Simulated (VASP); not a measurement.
# Cu (Fm-3m) in VASP: a series of runs

Runs on Cu. Level: LDA. Tasks: single point, relaxation of cell and atoms.

Program: VASP 6.6.1. These are calculated values, not measurements. Logs are shortened: lines on timing, memory, paths and dates and some standing lists are left out, and cuts for length are marked.

## Step 1: The cell of the first run

It takes space group Fm-3m (No. 225, cubic). The conventional cell has a = 3.520 Å, b = 3.520 Å, c = 3.520 Å, α = 90.00°, β = 90.00°, γ = 90.00°. Cu (site symmetry m-3m) has 12 Cu at 2.49 Å within 3.3 Å.

## Step 2: Single point, LDA

INCAR

```
PREC = Accurate
ENCUT = 520
EDIFF = 1E-6
ISMEAR = 0
SIGMA = 0.1
LREAL = F
LASPH = T
NELM = 100
ALGO = Normal
ISIF = 2
LWAVE = F
LCHARG = F
NBANDS = 12
```

KPOINTS

```
regular mesh
0
Gamma
  10 10 10
```

POSCAR

```
Cu
1.0
    0.0000000000      1.7598111923      1.7598111923
    1.7598111923      0.0000000000      1.7598111923
    1.7598111923      1.7598111923      0.0000000000
Cu
1
Direct
    0.0000000000      0.0000000000      0.0000000000
```

Potentials or basis: VASP PAW LDA potentials, release 64 (Cu).

On the command line:

```
cat potpaw_LDA.64/Cu/POTCAR > POTCAR
mpirun -np 1 vasp_std > vasp.out
```

OUTCAR:

```text
PREC = Accurate
   ENCUT = 520
   EDIFF = 1E-6
   ISMEAR = 0
   LREAL = F
   LASPH = T
   NELM = 100
   ISIF = 2

 ion  position               nearest neighbor table
   1  0.000  0.000  0.000-

  LATTYP: Found a face centered cubic cell.
 ALAT       =     3.5196223846

  Lattice vectors:

 A1 = (   0.0000000000,   1.7598111923,   1.7598111923)
 A2 = (   1.7598111923,   0.0000000000,   1.7598111923)
 A3 = (   1.7598111923,   1.7598111923,   0.0000000000)

Analysis of symmetry for initial positions (statically):
=====================================================================
 Subroutine PRICEL returns:
 Original cell was already a primitive cell.

 Routine SETGRP: Setting up the symmetry group for a
 face centered cubic supercell.

 Subroutine GETGRP returns: Found 48 space group operations
 (whereof 48 operations were pure point group operations)
 out of a pool of 48 trial point group operations.

The static configuration has the point symmetry O_h .

Analysis of symmetry for dynamics (positions and initial velocities):
=====================================================================
 Subroutine PRICEL returns:
 Original cell was already a primitive cell.

 Routine SETGRP: Setting up the symmetry group for a
 face centered cubic supercell.

 Subroutine GETGRP returns: Found 48 space group operations
 (whereof 48 operations were pure point group operations)
 out of a pool of 48 trial point group operations.

The dynamic configuration has the point symmetry O_h .

 Subroutine INISYM returns: Found 48 space group operations
 (whereof 48 operations are pure point group operations),
 and found     1 'primitive' translations

----------------------------------------------------------------------------------------

                                     Primitive cell

  volume of cell :      10.9000

  direct lattice vectors                    reciprocal lattice vectors
     0.000000000  1.759811192  1.759811192    -0.284121389  0.284121389  0.284121389
     1.759811192  0.000000000  1.759811192     0.284121389 -0.284121389  0.284121389
     1.759811192  1.759811192  0.000000000     0.284121389  0.284121389 -0.284121389

  length of vectors
     2.488748855  2.488748855  2.488748855     0.492112681  0.492112681  0.492112681

  position of ions in fractional coordinates (direct lattice)
     0.000000000  0.000000000  0.000000000

  ion indices of the primitive-cell ions
   primitive index   ion index
                 1           1

----------------------------------------------------------------------------------------

 KPOINTS: regular mesh

Automatic generation of k-mesh.
 Grid dimensions read from file:
 generate k-points for:   10   10   10

 Generating k-lattice:

  Cartesian coordinates                     Fractional coordinates (reciprocal lattice)
    -0.028412139  0.028412139  0.028412139     0.100000000  0.000000000  0.000000000
     0.028412139 -0.028412139  0.028412139     0.000000000  0.100000000  0.000000000
     0.028412139  0.028412139 -0.028412139     0.000000000  0.000000000  0.100000000

  Length of vectors
     0.049211268  0.049211268  0.049211268

  Shift w.r.t. Gamma in fractional coordinates (k-lattice)
     0.000000000  0.000000000  0.000000000

 Subroutine IBZKPT returns following result:
 ===========================================

 Found     47 irreducible k-points:

 Following reciprocal coordinates:
            Coordinates               Weight
  0.000000  0.000000  0.000000      1.000000
  0.100000  0.000000  0.000000      8.000000
  0.200000  0.000000  0.000000      8.000000
  0.300000  0.000000  0.000000      8.000000
  0.400000  0.000000  0.000000      8.000000
  0.500000  0.000000  0.000000      4.000000
[... 16 lines left out ...]
  0.300000  0.300000  0.000000      6.000000
  0.400000  0.300000  0.000000     24.000000
 [... further k-points ...]
   k-points           NKPTS =     47   k-points in BZ     NKDIM =     47   number of bands    NBANDS=     12
   number of dos      NEDOS =    301   number of ions     NIONS =      1
   total plane-waves  NPLWV =   8000
   dimension x,y,z NGX =    20 NGY =   20 NGZ =   20
   dimension x,y,z NGXF=    40 NGYF=   40 NGZF=   40
   ions per type =               1
   NGX,Y,Z   is equivalent  to a cutoff of  13.36, 13.36, 13.36 a.u.
   NGXF,Y,Z  is equivalent  to a cutoff of  26.72, 26.72, 26.72 a.u.
 SYSTEM =  unknown system
   PREC   = accura    normal or accurate (medium, high low for compatibility)
   ISTART =      0    job   : 0-new  1-cont  2-samecut
   ICHARG =      2    charge: 1-file 2-atom 10-const
   ISPIN  =      1    spin polarized calculation?
   LNONCOLLINEAR =      F non collinear calculations
   LSORBIT =      F    spin-orbit coupling
   LASPH  =      T    aspherical Exc in radial PAW
   ENCUT  =  520.0 eV  38.22 Ry    6.18 a.u.   4.63  4.63  4.63*2*pi/ulx,y,z
   NELM   =    100;   NELMIN=  2; NELMDL= -5     # of ELM steps
   EDIFF  = 0.1E-05   stopping-criterion for ELM
   LREAL  =      F    real-space projection
   EDIFFG = 0.1E-04   stopping-criterion for IOM
   NSW    =      0    number of steps for IOM
   IBRION =     -1    ionic relax: 0-MD 1-quasi-New 2-CG
   NFREE  =      0    steps in history (QN), initial steepest desc. (CG)
   ISIF   =      2    stress and relaxation
   ISYM   =      2    0-nonsym 1-usesym 2-fastsym
   POTIM  = 0.5000    time-step for ionic-motion
   TEBEG  =    0.0;   TEEND  =   0.0 temperature during run
   PSTRESS=    0.0 pullay stress
   NELECT =      11.0000    total number of electrons
   NUPDOWN=      -1.0000    fix difference up-down
   EMIN   =  10.00;   EMAX   =-10.00  energy-range for DOS
   EFERMI =   0.00;   METHOD = LEGACY
   ISMEAR =     0;   SIGMA  =   0.10  broadening in eV -4-tet -1-fermi 0-gaus
   EFERMI_NEDOS =   21; number of points for ismear=-14 and -15
   IALGO  =     38    algorithm
   IMIX   =      4    mixing-type and parameters
     AMIX     =   0.40;   BMIX     =  1.00
     AMIX_MAG =   1.60;   BMIX_MAG =  1.00
  volume/ion in A,a.u.               =      10.90        73.56
  Fermi-wavevector in a.u.,A,eV,Ry     =   1.642088  3.103096 36.687452  2.696452
  Thomas-Fermi vector in A             =   2.732449
   LORBIT       =      0    0 simple, 1 ext, 2 COOP (PROOUT), +10 PAW based schemes
   GGA     = CA    functional components
[... 43 lines left out ...]

 k-point     2 :       0.1000    0.0000    0.0000
  band No.  band energies     occupation
      1      -1.2049      2.00000
      2       4.9635      2.00000
      3       5.1206      2.00000
      4       5.1206      2.00000
      5       5.9698      2.00000
      6       5.9698      2.00000
      7      29.3580      0.00000
      8      32.6452      0.00000
      9      33.9109      0.00000
     10      33.9109      0.00000
     11      38.8024      0.00000
     12      38.8024      0.00000

 k-point     3 :       0.2000    0.0000    0.0000
  band No.  band energies     occupation
      1      -0.1081      2.00000
      2       4.7955      2.00000
      3       5.2307      2.00000
      4       5.2307      2.00000
      5       5.9920      2.00000
      6       5.9920      2.00000
      7      24.0874      0.00000
      8      32.0733      0.00000
      9      32.7898      0.00000
     10      32.7898      0.00000
     11      39.2926      0.00000
     12      39.3335      0.00000

 k-point     4 :       0.3000    0.0000    0.0000
  band No.  band energies     occupation
      1       1.4328      2.00000
      2       4.8544      2.00000
      3       5.1829      2.00000
      4       5.1829      2.00000
      5       6.2271      2.00000
      6       6.2271      2.00000
      7      19.0602      0.00000
      8      31.2443      0.00000
      9      32.0435      0.00000
     10      32.0435      0.00000
     11      37.0121      0.00000
     12      37.0121      0.00000

 k-point     5 :       0.4000    0.0000    0.0000
  band No.  band energies     occupation
      1       2.5469      2.00000
      2       5.0666      2.00000
      3       5.0666      2.00000
      4       5.8942      2.00000
      5       6.5156      2.00000
      6       6.5156      2.00000
      7      14.7708      0.00000
      8      30.4785      0.00000
      9      31.6701      0.00000
     10      31.6701      0.00000
     11      35.2758      0.00000
     12      35.2758      0.00000

 k-point     6 :       0.5000    0.0000    0.0000
  band No.  band energies     occupation
      1       2.7903      2.00000
      2       5.0148      2.00000
      3       5.0148      2.00000
      4       6.6384      2.00000
      5       6.6384      2.00000
      6       7.1686      2.00000
      7      12.5292      0.00000
      8      30.1811      0.00000
      9      31.5722      0.00000
     10      31.5722      0.00000
     11      34.6436      0.00000
     12      34.6436      0.00000

 k-point     7 :       0.1000    0.1000    0.0000
  band No.  band energies     occupation
      1      -1.0779      2.00000
      2       4.8877      2.00000
      3       5.1771      2.00000
      4       5.1771      2.00000
      5       5.8526      2.00000
      6       6.0548      2.00000
      7      30.4973      0.00000
      8      31.6839      0.00000
      9      31.6839      0.00000
     10      33.0902      0.00000
     11      39.7244      0.00000
     12      39.7464      0.00000

 k-point     8 :       0.2000    0.1000    0.0000
  band No.  band energies     occupation
      1      -0.2195      2.00000
      2       4.7057      2.00000
      3       5.2954      2.00000
      4       5.3182      2.00000
      5       5.7800      2.00000
      6       6.1237      2.00000
      7      26.1069      0.00000
      8      30.0498      0.00000
      9      30.7118      0.00000
     10      34.1279      0.00000
     11      36.7030      0.00000
     12      39.7987      0.00000
[... 166 lines left out ...]
 k-point    20 :      -0.4000    0.2000    0.0000
  band No.  band energies     occupation
      1       3.5017      2.00000
      2       4.5131      2.00000
      3       5.0523      2.00000
      4       5.4695      2.00000
      5       6.4838      2.00000
      6       9.9174      0.00000
      7      13.3868      0.00000
      8      22.2760      0.00000
      9      27.8467      0.00000
     10      29.8967      0.00000
     11      40.1324      0.00000
     12      40.8014      0.00000

 k-point    21 :      -0.3000    0.2000    0.0000
  band No.  band energies     occupation
      1       3.1959      2.00000
      2       4.6240      2.00000
      3       4.7471      2.00000
      4       5.5006      2.00000
      5       6.1076      2.00000
      6       8.0735      1.99066
      7      17.0590      0.00000
      8      21.7208      0.00000
      9      30.0163      0.00000
     10      31.0236      0.00000
     11      39.5053      0.00000
     12      39.6241      0.00000

 k-point    22 :      -0.2000    0.2000    0.0000
  band No.  band energies     occupation
      1       2.0038      2.00000
      2       4.4846      2.00000
      3       5.0297      2.00000
      4       5.6069      2.00000
      5       5.7043      2.00000
      6       6.9773      2.00000
      7      21.3609      0.00000
      8      22.2519      0.00000
      9      32.7769      0.00000
     10      32.8340      0.00000
     11      37.4693      0.00000
     12      39.5373      0.00000

 k-point    23 :       0.3000    0.3000    0.0000
  band No.  band energies     occupation
      1       2.1969      2.00000
      2       3.9919      2.00000
      3       5.6832      2.00000
      4       6.0735      2.00000
      5       6.0735      2.00000
      6       6.4035      2.00000
      7      24.6913      0.00000
      8      24.8804      0.00000
      9      24.8804      0.00000
     10      27.7016      0.00000
     11      31.0423      0.00000
     12      48.9814      0.00000

 k-point    24 :       0.4000    0.3000    0.0000
  band No.  band energies     occupation
      1       2.9096      2.00000
      2       3.8392      2.00000
      3       5.6489      2.00000
      4       6.1450      2.00000
      5       6.6036      2.00000
      6       7.2556      2.00000
      7      21.1158      0.00000
      8      22.0686      0.00000
      9      24.0186      0.00000
     10      28.3839      0.00000
     11      32.4413      0.00000
     12      47.5708      0.00000

 [... further k-points ...]
[... 5 lines left out ...]
  --------------------------------------------------------------------------------------
  -------------------------------------------------------------------------------------
  Total        0.0441219      0.0441219      0.0441219     -0.0000000     -0.0000000      0.0000000
  in kB        6.4854018      6.4854018      6.4854018     -0.0000000     -0.0000000      0.0000000
  external PRESSURE =       6.4854018 kB  Pullay stress =       0.0000000 kB

 VOLUME and BASIS-vectors are now :
 -----------------------------------------------------------------------------
  energy-cutoff  :      520.00
  volume of cell :       10.90
      direct lattice vectors                 reciprocal lattice vectors
     0.000000000  1.759811192  1.759811192    -0.284121389  0.284121389  0.284121389
     1.759811192  0.000000000  1.759811192     0.284121389 -0.284121389  0.284121389
     1.759811192  1.759811192  0.000000000     0.284121389  0.284121389 -0.284121389

 POSITION                                       TOTAL-FORCE (eV/Angst)
 -----------------------------------------------------------------------------------
      0.00000      0.00000      0.00000         0.000000     -0.000000      0.000000
 -----------------------------------------------------------------------------------
    total drift:                               -0.000000     -0.000000     -0.000000

  FREE ENERGIE OF THE ION-ELECTRON SYSTEM (eV)
  ---------------------------------------------------
  free  energy   TOTEN  =        -4.6934951524 eV

  energy  without entropy=       -4.6899672813  energy(sigma->0) =       -4.69173122
```

Wall time 5.1 s (1 thread of AMD EPYC 7R43 (Zen 3), shared host); peak memory 0.08 GiB.

What came out:

```yaml
Free_energy: -4.6935 eV
Pressure: 0.6 GPa
```

## Step 3: Relaxation of cell and atoms, LDA

This run uses another cell than the first one, of 12.16 Å³/atom, 1.115 times its volume.

INCAR

```
ALGO = Fast
EDIFF = 1E-6
EDIFFG = -0.05
ENCUT = 600
GGA = CA
IBRION = 2
ISIF = 3
ISMEAR = 0
LASPH = True
LCHARG = False
LREAL = False
LWAVE = False
NELM = 80
NSW = 100
PREC = Accurate
SIGMA = 0.1
```

KPOINTS

```
k-points
0
Gamma
  10 10 10
```

POSCAR

```
Cu
1.0
    0.0000000000      1.8250000000      1.8250000000
    1.8250000000      0.0000000000      1.8250000000
    1.8250000000      1.8250000000      0.0000000000
Cu
1
Direct
    0.0000000000      0.0000000000      0.0000000000
```

Potentials or basis: VASP PAW LDA potentials, release 64 (Cu).

On the command line:

```
cat potpaw_LDA.64/Cu/POTCAR > POTCAR
mpirun -np 1 vasp_std > vasp.out
```

Run time: 21 s. Hardware: 1 thread of AMD EPYC 7R43 (Zen 3), shared host; peak memory 0.1 GiB.

Results (log left out):

```
Free energy                            : -4.6942 eV
Relaxed volume                         : 10.94 Å³/atom
Relaxed cell                           : a = 2.492 Å, b = 2.492 Å, c = 2.492 Å, α = 60.00°, β = 60.00°, γ = 60.00°
Space group after relaxing (to 0.05 Å) : Fm-3m (No. 225)
Energy gained by relaxing              : 62.4 meV/atom
Ionic steps                            : 3
Pressure after relaxing                : -0.7 GPa
```

The path:
| step | energy change (eV) | largest force (eV/Å) | pressure (GPa) | volume (Å³) |
| --- | --- | --- | --- | --- |
| 1 | 0.0000 | 0.0000 | -14.57 | 12.16 |
| 2 | -0.0394 | 0.0000 | 12.93 | 10.31 |
| 3 | -0.0624 | 0.0000 | -0.70 | 10.94 |

Final structure:
```yaml
crystal:
  lattice:
    - [0.00000, 1.76192, 1.76192]
    - [1.76192, 0.00000, 1.76192]
    - [1.76192, 1.76192, 0.00000]
  atoms:
    - { symbol: Cu, position: [0.00000, 0.00000, 0.00000] }
```

Levels at points of the mesh, in eV from the Fermi level:
```
           k point  band 3  band 4  band 5  band 6  band 7  band 8  band 9
(0.00, 0.00, 0.00)   -3.20   -3.20   -2.25   -2.25   23.41   26.50   26.50
(0.50, 0.00, 0.00)   -3.23   -1.61   -1.61   -1.08    4.25   21.90   23.26
(0.50, 0.50, 0.00)   -1.63   -1.46   -1.46    1.56    7.79   13.74   13.74
```

Caveat: the volume moved by -10 % from the deposited cell, more than functionals usually miss.

## Step 4: Single point, LDA (volume scaled by 0.91)

INCAR

```
ALGO     = Fast           # electronic algorithm
EDIFF    = 1E-6           # SCF threshold, eV
ENCUT    = 520            # plane-wave cutoff, eV
GGA      = CA             # functional
ISIF     = 2              # what is computed and relaxed
ISMEAR   = 0              # smearing method
LASPH    = T              # aspherical terms in the spheres
LCHARG   = F              # write CHGCAR
LREAL    = F              # projectors in reciprocal space
LWAVE    = F              # write WAVECAR
NBANDS   = 12             # bands
NELM     = 80             # most SCF steps
PREC     = Accurate       # precision mode
SIGMA    = 0.1            # smearing width, eV
```

KPOINTS

```
k-points
0
Gamma
  20 20 20
```

POSCAR

```
Cu
1.0
    0.0000000000      1.7045401497      1.7045401497
    1.7045401497      0.0000000000      1.7045401497
    1.7045401497      1.7045401497      0.0000000000
Cu
1
Direct
    0.0000000000      0.0000000000      0.0000000000
```

On the command line:

```
cat potpaw_LDA.64/Cu/POTCAR > POTCAR
mpirun -np 1 vasp_std > vasp.out
```

It took 27 s on 1 thread of AMD EPYC 7R43 (Zen 3), shared host; peak memory 0.09 GiB.

Results (log left out):

```
Free energy : -4.6399 eV
Pressure    : 24.1 GPa
```

Levels at points of the mesh, in eV from the Fermi level:
```csv
k point,band 3,band 4,band 5,band 6,band 7,band 8,band 9,band 10
"(0.00, 0.00, 0.00)",-3.68,-3.68,-2.59,-2.59,24.03,27.95,27.95,27.95
"(0.50, 0.00, 0.00)",-3.73,-1.84,-1.84,-1.53,4.70,22.47,24.77,24.77
"(0.50, 0.50, 0.00)",-1.86,-1.66,-1.66,1.35,8.43,14.42,14.42,19.55
```

Caveat: the cell differs from its parent crystal (volume scaled by 0.91).

## Step 5: Single point, LDA (volume scaled by 0.94)

INCAR

```
PREC = Accurate ; ENCUT = 520
EDIFF = 1E-6 ; ISMEAR = 0
SIGMA = 0.1 ; LREAL = False
LASPH = True ; NELM = 100
ALGO = Normal ; ISIF = 2
LWAVE = False ; LCHARG = False
GGA = CA ; NBANDS = 12
```

KPOINTS

```
Automatic mesh
0
Gamma
  20 20 20
```

POSCAR

```
Cu
1.0
    0.0000000000      1.7230692117      1.7230692117
    1.7230692117      0.0000000000      1.7230692117
    1.7230692117      1.7230692117      0.0000000000
Cu
1
Direct
    0.0000000000      0.0000000000      0.0000000000
```

On the command line:

```
cat potpaw_LDA.64/Cu/POTCAR > POTCAR
mpirun -np 1 vasp_std > vasp.out
```

Run time: 22 s. Hardware: 1 thread of AMD EPYC 7R43 (Zen 3), shared host; peak memory 0.1 GiB.

The run converged. Its results:

```
Free energy : -4.6787 eV
Pressure    : 14.6 GPa
```

Levels at points of the mesh, in eV from the Fermi level:
| k point | band 2 | band 3 | band 4 | band 5 | band 6 | band 7 | band 8 | band 9 | band 10 | band 11 |
| --- | --- | --- | --- | --- | --- | --- | --- | --- | --- | --- |
| (0.00, 0.00, 0.00) | -3.55 | -3.55 | -3.55 | -2.50 | -2.50 | 23.80 | 27.44 | 27.44 | 27.44 | 30.17 |
| (0.50, 0.00, 0.00) | -3.59 | -3.59 | -1.79 | -1.79 | -1.41 | 4.52 | 22.26 | 24.24 | 24.24 | 27.23 |
| (0.50, 0.50, 0.00) | -5.29 | -1.81 | -1.62 | -1.62 | 1.39 | 8.19 | 14.16 | 14.16 | 19.19 | 22.79 |

Caveat: the cell differs from its parent crystal (volume scaled by 0.94).

## Step 6: Overview

```tsv
task	cell	k mesh	cutoff (eV)	gap on the mesh (eV)	pressure (GPa)
single point	a = 2.489 Å, angles 60.0°, 1 atom	10 × 10 × 10	520	none	0.6
relaxation of cell and atoms	relaxed from a = 2.581 Å, angles 60.0°, 1 atom	10 × 10 × 10	600	none	-0.7
single point	a = 2.411 Å, angles 60.0°, 1 atom	20 × 20 × 20	520	none	24.1
single point	a = 2.437 Å, angles 60.0°, 1 atom	20 × 20 × 20	520	none	14.6
```

Alike in all rows: level LDA; potentials or basis VASP PAW LDA potentials, release 64 (Cu); no spin polarisation; smearing gaussian 0.1 eV.

Caveats: the volume moved by -10 % from the deposited cell, more than functionals usually miss (some runs).

Absolute energies hang on the potentials; compare differences alone.
